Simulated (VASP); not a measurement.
RbBa3:

```
CELL_PARAMETERS angstrom
0.00000 5.18116 5.18116
5.18116 0.00000 5.18116
5.18116 5.18116 0.00000
ATOMIC_POSITIONS crystal
Rb 0.00000 0.00000 0.00000
Ba 0.25000 0.25000 0.25000
Ba 0.75000 0.75000 0.75000
Ba 0.50000 0.50000 0.50000
```

| Item | Value |
| --- | --- |
| Program | VASP 6.6.1 |
| Task | relaxation of volume and atoms at fixed shape |
| Functional | PBEsol |
| Potentials or basis | VASP PAW PBE potentials, release 64 (Rb_sv, Ba_sv) |
| Cutoff | 600 eV |
| k mesh | 4 × 4 × 4 |
| Occupations | gaussian, width 0.1 eV |
| Spin | no spin polarisation |

At the start: pressure -0.4 GPa; volume 69.54 Å³/atom.

**Question.** Where does the relaxation end?

**Answer.** Over 3 steps the energy falls by 6.0 meV/atom and the volume is 64.81 Å³/atom (-6.8 %); space group Fm-3m (No. 225, to 0.05 Å).

The path:
| step | energy change (eV) | largest force (eV/Å) | pressure (GPa) | volume (Å³) |
| --- | --- | --- | --- | --- |
| 1 | 0.0000 | 0.0000 | -0.40 | 278.17 |
| 2 | -0.0140 | 0.0000 | -0.26 | 271.31 |
| 3 | -0.0239 | 0.0000 | 0.00 | 259.25 |

Final structure:
```xyz
4
Lattice="0.0000 5.0609 5.0609 5.0609 0.0000 5.0609 5.0609 5.0609 0.0000" Properties=species:S:1:pos:R:3 pbc="T T T"
Rb    0.0000    0.0000    0.0000
Ba    2.5305    2.5305    2.5305
Ba    7.5914    7.5914    7.5914
Ba    5.0609    5.0609    5.0609
```

Caveat: the PAW data sets were made with another functional, which shifts forces and pressure a little.
